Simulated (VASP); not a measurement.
# LiOs (R-3m) in VASP: notebook, part 2 of 2

VASP 6.6.1. Earlier steps stand in the parts before.

## Step 3: Single point, PBE

File INCAR:

```
SYSTEM = LiOs
PREC = Accurate
ENCUT = 520
EDIFF = 1E-6
ISMEAR = 0
SIGMA = 0.1
LREAL = .FALSE.
LASPH = .TRUE.
NELM = 100
ALGO = Normal
ISIF = 2
LWAVE = .FALSE.
LCHARG = .TRUE.
GGA = PE
LELF = .TRUE.
LVHAR = .TRUE.
NBANDS = 12
```

File KPOINTS:

```
Automatic mesh
0
G
  24 24 24
  0 0 0
```

File POSCAR:

```
LiOs
1.0
    1.3169180663      0.7603230001      4.5997068740
   -1.3169180663      0.7603230001      4.5997068740
    0.0000000000     -1.5206460001      4.5997068740
Li Os
1 1
Direct
    0.0000000000      0.0000000000      0.0000000000
    0.5000000000      0.5000000000      0.5000000000
```

Potentials or basis: VASP PAW PBE potentials, release 64 (Li_sv, Os).

On the command line:

```sh
> cat potpaw_PBE.64/Li_sv/POTCAR potpaw_PBE.64/Os/POTCAR > POTCAR
> mpirun -np 1 vasp_std > vasp.out
```

OUTCAR:

```text
SYSTEM = LiOs
   PREC = Accurate
   ENCUT = 520
   EDIFF = 1E-6
   ISMEAR = 0
   LREAL = .FALSE.
   LASPH = .TRUE.
   NELM = 100
   ISIF = 2
   GGA = PE

 ion  position               nearest neighbor table
   1  0.000  0.000  0.000-   2 2.76   2 2.76   2 2.76   2 2.76   2 2.76   2 2.76
   2  0.500  0.500  0.500-   1 2.76   1 2.76   1 2.76   1 2.76   1 2.76   1 2.76

  LATTYP: Found a trigonal (rhomboedric) cell.
 ALAT       =     4.8445502975
 COS(alpha) =     0.8522115248

  Lattice vectors:

 A1 = (   1.3169180663,   0.7603230001,   4.5997068740)
 A2 = (  -1.3169180663,   0.7603230001,   4.5997068740)
 A3 = (   0.0000000000,  -1.5206460001,   4.5997068740)

Analysis of symmetry for initial positions (statically):
=====================================================================
 Subroutine PRICEL returns:
 Original cell was already a primitive cell.

 Routine SETGRP: Setting up the symmetry group for a
 trigonal (rhombohedral) supercell.

 Subroutine GETGRP returns: Found 12 space group operations
 (whereof 12 operations were pure point group operations)
 out of a pool of 12 trial point group operations.

The static configuration has the point symmetry D_3d.

Analysis of symmetry for dynamics (positions and initial velocities):
=====================================================================
 Subroutine PRICEL returns:
 Original cell was already a primitive cell.

 Routine SETGRP: Setting up the symmetry group for a
 trigonal (rhombohedral) supercell.

 Subroutine GETGRP returns: Found 12 space group operations
 (whereof 12 operations were pure point group operations)
 out of a pool of 12 trial point group operations.

The dynamic configuration has the point symmetry D_3d.

 Subroutine INISYM returns: Found 12 space group operations
 (whereof 12 operations are pure point group operations),
 and found     1 'primitive' translations

----------------------------------------------------------------------------------------

                                     Primitive cell

  volume of cell :      27.6337

  direct lattice vectors                    reciprocal lattice vectors
     1.316918066  0.760323000  4.599706874     0.379674342  0.219205083  0.072468386
    -1.316918066  0.760323000  4.599706874    -0.379674342  0.219205083  0.072468386
     0.000000000 -1.520646000  4.599706874     0.000000000 -0.438410167  0.072468386

  length of vectors
     4.844550297  4.844550297  4.844550297     0.444359248  0.444359248  0.444359248

  position of ions in fractional coordinates (direct lattice)
     0.000000000  0.000000000  0.000000000
     0.500000000  0.500000000  0.500000000

  ion indices of the primitive-cell ions
   primitive index   ion index
                 1           1
                 2           2

----------------------------------------------------------------------------------------

 KPOINTS: Automatic mesh

Automatic generation of k-mesh.
 Grid dimensions read from file:
 generate k-points for:   24   24   24

 Generating k-lattice:

  Cartesian coordinates                     Fractional coordinates (reciprocal lattice)
     0.015819764  0.009133545  0.003019516     0.041666667  0.000000000  0.000000000
    -0.015819764  0.009133545  0.003019516     0.000000000  0.041666667  0.000000000
     0.000000000 -0.018267090  0.003019516     0.000000000  0.000000000  0.041666667

  Length of vectors
     0.018514969  0.018514969  0.018514969

  Shift w.r.t. Gamma in fractional coordinates (k-lattice)
     0.000000000  0.000000000  0.000000000

 Subroutine IBZKPT returns following result:
 ===========================================

 Found   1313 irreducible k-points:

 Following reciprocal coordinates:
            Coordinates               Weight
  0.000000  0.000000  0.000000      1.000000
  0.041667 -0.000000  0.000000      6.000000
  0.083333 -0.000000  0.000000      6.000000
  0.125000  0.000000  0.000000      6.000000
  0.166667  0.000000  0.000000      6.000000
  0.208333  0.000000 -0.000000      6.000000
[... 16 lines left out ...]
  0.416667  0.041667  0.000000     12.000000
  0.458333  0.041667  0.000000     12.000000
 [... further k-points ...]
   k-points           NKPTS =   1313   k-points in BZ     NKDIM =   1313   number of bands    NBANDS=     12
   number of dos      NEDOS =    301   number of ions     NIONS =      2
   total plane-waves  NPLWV =  46656
   dimension x,y,z NGX =    36 NGY =   36 NGZ =   36
   dimension x,y,z NGXF=    72 NGYF=   72 NGZF=   72
   ions per type =               1   1
   NGX,Y,Z   is equivalent  to a cutoff of  12.35, 12.35, 12.35 a.u.
   NGXF,Y,Z  is equivalent  to a cutoff of  24.71, 24.71, 24.71 a.u.
 SYSTEM =  LiOs
   PREC   = accura    normal or accurate (medium, high low for compatibility)
   ISTART =      0    job   : 0-new  1-cont  2-samecut
   ICHARG =      2    charge: 1-file 2-atom 10-const
   ISPIN  =      1    spin polarized calculation?
   LNONCOLLINEAR =      F non collinear calculations
   LSORBIT =      F    spin-orbit coupling
   LASPH  =      T    aspherical Exc in radial PAW
   ENCUT  =  520.0 eV  38.22 Ry    6.18 a.u.   9.01  9.01  9.01*2*pi/ulx,y,z
   NELM   =    100;   NELMIN=  2; NELMDL= -5     # of ELM steps
   EDIFF  = 0.1E-05   stopping-criterion for ELM
   LREAL  =      F    real-space projection
   EDIFFG = 0.1E-04   stopping-criterion for IOM
   NSW    =      0    number of steps for IOM
   IBRION =     -1    ionic relax: 0-MD 1-quasi-New 2-CG
   NFREE  =      0    steps in history (QN), initial steepest desc. (CG)
   ISIF   =      2    stress and relaxation
   ISYM   =      2    0-nonsym 1-usesym 2-fastsym
   POTIM  = 0.5000    time-step for ionic-motion
   TEBEG  =    0.0;   TEEND  =   0.0 temperature during run
   PSTRESS=    0.0 pullay stress
   NELECT =      11.0000    total number of electrons
   NUPDOWN=      -1.0000    fix difference up-down
   EMIN   =  10.00;   EMAX   =-10.00  energy-range for DOS
   EFERMI =   0.00;   METHOD = LEGACY
   ISMEAR =     0;   SIGMA  =   0.10  broadening in eV -4-tet -1-fermi 0-gaus
   EFERMI_NEDOS =   21; number of points for ismear=-14 and -15
   IALGO  =     38    algorithm
   IMIX   =      4    mixing-type and parameters
     AMIX     =   0.40;   BMIX     =  1.00
     AMIX_MAG =   1.60;   BMIX_MAG =  1.00
  volume/ion in A,a.u.               =      13.82        93.24
  Fermi-wavevector in a.u.,A,eV,Ry     =   1.204277  2.275753 19.732291  1.450282
  Thomas-Fermi vector in A             =   2.340006
   LORBIT       =      0    0 simple, 1 ext, 2 COOP (PROOUT), +10 PAW based schemes
   GGA     = PE    functional components
   LHFCALC =     F    Hartree Fock is set to
   AEXX    =    0.0000 exact exchange contribution
   IVDW    =     0    specifies the selected vdW correction
   LEPSILON=     F    determine dielectric tensor
   LRPA    =     F    only Hartree local field effects (RPA)
 non-spin polarized calculation
 Gauss-broadening in eV      SIGMA  =   0.10
  energy-cutoff  :      520.00
  volume of cell :       27.63
 maximum number of plane-waves:       762
   NGX = 17   NGY = 17   NGZ = 17

 number of electron      11.0000001 magnetization

 Free energy of the ion-electron system (eV)
  ---------------------------------------------------
  ext. energy  EPLUGINS =         0.00000000
  ---------------------------------------------------
  free energy    TOTEN  =       -12.83251310 eV

  energy without entropy =      -12.82437683  energy(sigma->0) =      -12.82844497

 E-fermi :   5.1684     XC(G=0): -11.2039

 val. band max:        5.1648242292   @ k =   0.3750   0.2500   0.0000
 cond. band min:       5.1690245078   @ k =  -0.4167   0.5000   0.1667
 fundamental gap:      0.0042002786
 Fermi energy:         5.1684171011

 k-point     1 :       0.0000    0.0000    0.0000
  band No.  band energies     occupation
      1     -40.2895      2.00000
      2      -3.1174      2.00000
      3       0.9412      2.00000
      4       3.1512      2.00000
      5       3.1512      2.00000
      6       4.6628      2.00000
      7       6.5890      0.00000
      8       6.5890      0.00000
      9      11.6929      0.00000
     10      21.2643      0.00000
     11      23.0918      0.00000
     12      23.0920      0.00000
[... 331 lines left out ...]
 k-point    24 :       0.4583    0.0417    0.0000
  band No.  band energies     occupation
      1     -40.2282      2.00000
      2      -0.8658      2.00000
      3       0.8152      2.00000
      4       3.1321      2.00000
      5       5.3234      0.02841
      6       6.0256      0.00000
      7       8.7166      0.00000
      8      10.4458      0.00000
      9      11.6378      0.00000
     10      15.3020      0.00000
     11      16.5155      0.00000
     12      19.4391      0.00000

 [... further k-points ...]
[... 5 lines left out ...]
  --------------------------------------------------------------------------------------
  -------------------------------------------------------------------------------------
  Total       -0.0661991     -0.0661991     -0.0577969      0.0000000     -0.0000000     -0.0000000
  in kB       -3.8381708     -3.8381708     -3.3510192      0.0000000     -0.0000000     -0.0000000
  external PRESSURE =      -3.6757869 kB  Pullay stress =       0.0000000 kB

 VOLUME and BASIS-vectors are now :
 -----------------------------------------------------------------------------
  energy-cutoff  :      520.00
  volume of cell :       27.63
      direct lattice vectors                 reciprocal lattice vectors
     1.316918066  0.760323000  4.599706874     0.379674342  0.219205083  0.072468386
    -1.316918066  0.760323000  4.599706874    -0.379674342  0.219205083  0.072468386
     0.000000000 -1.520646000  4.599706874     0.000000000 -0.438410167  0.072468386

 POSITION                                       TOTAL-FORCE (eV/Angst)
 -----------------------------------------------------------------------------------
      0.00000      0.00000      0.00000         0.000000     -0.000000      0.000000
      0.00000      0.00000      6.89956        -0.000000      0.000000     -0.000000
 -----------------------------------------------------------------------------------
    total drift:                                0.000000     -0.000000      0.000000

  FREE ENERGIE OF THE ION-ELECTRON SYSTEM (eV)
  ---------------------------------------------------
  free  energy   TOTEN  =       -12.8325130991 eV

  energy  without entropy=      -12.8243768312  energy(sigma->0) =      -12.82844497
```

stdout:

```text
POSCAR found type information on POSCAR LiOs
 POSCAR found :  2 types and       2 ions
 scaLAPACK will be used
 LDA part: xc-table for (Slater+PW92), standard interpolation
 POSCAR, INCAR and KPOINTS ok, starting setup
 FFT: planning ... GRIDC
 FFT: planning ... GRID_SOFT
 FFT: planning ... GRID
 WAVECAR not read
 entering main loop
```

Run time: 13 min. Hardware: 1 thread of Intel Xeon Platinum 8259CL at 2.50GHz (Skylake/Cascade Lake), shared host; peak memory 0.6 GiB.

Results:

| Property | Result |
| --- | --- |
| Free energy | -12.8325 eV |

Levels at points of the mesh, in eV from the Fermi level:
| k point | band 4 | band 5 | band 6 | band 7 | band 8 | band 9 |
| --- | --- | --- | --- | --- | --- | --- |
| (0.00, 0.00, 0.00) | -2.02 | -2.02 | -0.51 | 1.42 | 1.42 | 6.52 |
| (0.50, 0.00, 0.00) | -1.90 | 0.21 | 1.64 | 3.70 | 5.07 | 6.64 |
| (0.50, 0.50, 0.00) | -0.85 | 0.29 | 0.38 | 2.55 | 3.70 | 8.42 |
| (0.50, 0.50, 0.50) | -2.72 | -2.02 | -2.02 | 1.43 | 1.43 | 9.99 |

Caveat: the cutoff is under 1.25 times the usual one of these potentials, so pressure, stress and relaxed cells hold a basis-set (Pulay) error; spin-orbit coupling is left out, which moves the levels of the heavy elements.

## Step 4: Single point, PBE

File INCAR:

```
ALGO = Normal
EDIFF = 1E-6
ENCUT = 750
GGA = PE
GGA_COMPAT = F
ISIF = 2
ISMEAR = 0
LASPH = T
LCHARG = F
LREAL = F
LWAVE = F
NBANDS = 12
NELM = 120
PREC = Accurate
SIGMA = 0.1
```

File KPOINTS:

```
k-points
0
Gamma
  6 6 6
```

File POSCAR:

```
LiOs
1.0
    1.3152819741      0.7593784018      4.6041681774
   -1.3152819741      0.7593784018      4.6041681774
    0.0000000000     -1.5187568036      4.6041681774
Li Os
1 1
Direct
    0.0000000000      0.0000000000      0.0000000000
    0.5000000000      0.5000000000      0.5000000000
```

On the command line:

```sh
> cat potpaw_PBE.64/Li_sv/POTCAR potpaw_PBE.64/Os/POTCAR > POTCAR
> mpirun -np 1 vasp_std > vasp.out
```

Run time: 73 s. Hardware: 1 thread of Intel Xeon 8259CL, shared host; peak memory 0.33 GiB.

Results (log left out):

* Free energy: -12.9587 eV
* Pressure: -0.2 GPa

Levels at points of the mesh, in eV from the Fermi level:
```tsv
k point	band 2	band 3	band 4	band 5	band 6	band 7	band 8	band 9	band 10	band 11
(0.00, 0.00, 0.00)	-8.03	-4.07	-1.74	-1.74	-0.34	1.60	1.60	6.65	16.42	18.11
(0.50, 0.00, 0.00)	-5.90	-4.28	-1.75	0.39	1.90	4.00	5.24	6.81	10.29	11.09
(0.50, 0.50, 0.00)	-5.83	-4.09	-0.71	0.48	0.58	2.77	4.00	8.65	10.64	11.07
(0.50, 0.50, 0.50)	-7.89	-3.06	-2.57	-1.74	-1.74	1.61	1.61	10.17	13.58	16.72
```

Caveat: the k points lie up to 0.47 Å⁻¹ apart; spin-orbit coupling is left out, which moves the levels of the heavy elements.

## Step 5: Single point, PBE

This run uses another cell than the first one, of 17.52 Å³/atom, 1.268 times its volume.

File INCAR:

```
SYSTEM = LiOs
PREC = Accurate
ENCUT = 750
EDIFF = 1E-6
ISMEAR = 0
SIGMA = 0.1
LREAL = .FALSE.
LASPH = .TRUE.
NELM = 120
ALGO = Normal
ISIF = 2
LWAVE = .FALSE.
LCHARG = .TRUE.
GGA = PE
LELF = .TRUE.
LVHAR = .TRUE.
NBANDS = 12
GGA_COMPAT = .FALSE.
```

File KPOINTS:

```
regular mesh
0
G
  6 6 6
  0 0 0
```

File POSCAR:

```
LiOs
1.0
    1.4879430400      0.8590643100      4.5684526100
   -1.4879430400      0.8590643100      4.5684526100
    0.0000000000     -1.7181286200      4.5684526100
Li Os
1 1
Direct
    0.0000000000      0.0000000000      0.0000000000
    0.5000000000      0.5000000000      0.5000000000
```

On the command line:

```sh
> cat potpaw_PBE.64/Li_sv/POTCAR potpaw_PBE.64/Os/POTCAR > POTCAR
> mpirun -np 1 vasp_std > vasp.out
```

Wall time 2 min (1 thread of Intel Xeon 8259CL, shared host); peak memory 0.32 GiB.

The run converged. Its results:

| Item | Value |
| --- | --- |
| Free energy | -11.7622 eV |
| Pressure | -25.3 GPa |

Stress tensor (GPa, compression positive):
```
-36.55   0.00   0.00
  0.00 -36.55   0.00
  0.00   0.00  -2.91
```

Levels at points of the mesh, in eV from the Fermi level:
```tsv
k point	band 2	band 3	band 4	band 5	band 6	band 7	band 8	band 9
(0.00, 0.00, 0.00)	-6.25	-2.58	-1.09	-1.09	0.77	0.77	1.14	7.02
(0.50, 0.00, 0.00)	-3.85	-2.70	-1.21	0.06	1.31	2.14	4.29	6.39
(0.50, 0.50, 0.00)	-3.72	-2.53	-0.46	0.18	0.66	2.14	2.66	5.48
(0.50, 0.50, 0.50)	-5.94	-1.62	-1.47	-1.10	-1.10	0.78	0.78	11.26
```

Caveat: the k points lie up to 0.41 Å⁻¹ apart; spin-orbit coupling is left out, which moves the levels of the heavy elements.

## Step 6: Single point, PBE

File INCAR:

```
SYSTEM = LiOs
PREC = Accurate ; ENCUT = 750
EDIFF = 1E-6 ; ISMEAR = 0
SIGMA = 0.1 ; LREAL = .FALSE.
LASPH = .TRUE. ; NELM = 120
ALGO = Normal ; ISIF = 2
LWAVE = .FALSE. ; LCHARG = .TRUE.
GGA = PE ; LELF = .TRUE.
LVHAR = .TRUE. ; NBANDS = 12
GGA_COMPAT = .FALSE.
```

File KPOINTS:

```
regular mesh
0
G
  9 9 9
  0 0 0
```

File POSCAR:

```
LiOs
1.0
    1.3164371477      0.7600453416      4.6022396025
   -1.3164371477      0.7600453416      4.6022396025
    0.0000000000     -1.5200906832      4.6022396025
Li Os
1 1
Direct
    0.0000000000      0.0000000000      0.0000000000
    0.5000000000      0.5000000000      0.5000000000
```

Potentials or basis: VASP PAW PBE potentials, release 64 (Li_sv, Os).

On the command line:

```sh
> cat potpaw_PBE.64/Li_sv/POTCAR potpaw_PBE.64/Os/POTCAR > POTCAR
> mpirun -np 1 vasp_std > vasp.out
```

Run time: 4 min. Hardware: 1 thread of Intel Xeon 8259CL, shared host; peak memory 0.36 GiB.

The run converged. Its results:

```
Free energy : -12.8557 eV
Pressure    : -0.3 GPa
```

Levels at points of the mesh, in eV from the Fermi level:
| k point | band 2 | band 3 | band 4 | band 5 | band 6 | band 7 | band 8 | band 9 | band 10 | band 11 |
| --- | --- | --- | --- | --- | --- | --- | --- | --- | --- | --- |
| (0.00, 0.00, 0.00) | -8.16 | -4.11 | -1.86 | -1.86 | -0.40 | 1.57 | 1.57 | 6.62 | 16.24 | 18.02 |

Caveat: spin-orbit coupling is left out, which moves the levels of the heavy elements.

## Step 7: Overview

```csv
task,cell,k mesh,cutoff (eV),gap on the mesh (eV),pressure (GPa)
relaxation of cell and atoms,"relaxed from a = 4.847 Å, angles 31.5°, 2 atoms",24 × 24 × 24,600,none,0.0
single point,"a = 4.845 Å, angles 31.5°, 2 atoms",24 × 24 × 24,520,none,-
single point,"a = 4.848 Å, angles 31.5°, 2 atoms",6 × 6 × 6,750,none,-0.2
single point,"a = 4.881 Å, angles 35.5°, 2 atoms",6 × 6 × 6,750,none,-25.3
single point,"a = 4.847 Å, angles 31.5°, 2 atoms",9 × 9 × 9,750,none,-0.3
```

Alike in all rows: level PBE; potentials or basis VASP PAW PBE potentials, release 64 (Li_sv, Os); no spin polarisation; smearing gaussian 0.1 eV.

Caveats: some runs use coarse meshes; spin-orbit coupling is left out, which moves the levels of the heavy elements; the cutoff is under 1.25 times the usual one of these potentials, so pressure, stress and relaxed cells hold a basis-set (Pulay) error (some runs).

Total energies depend on the potentials used, so only differences within one code and one set of settings carry meaning.
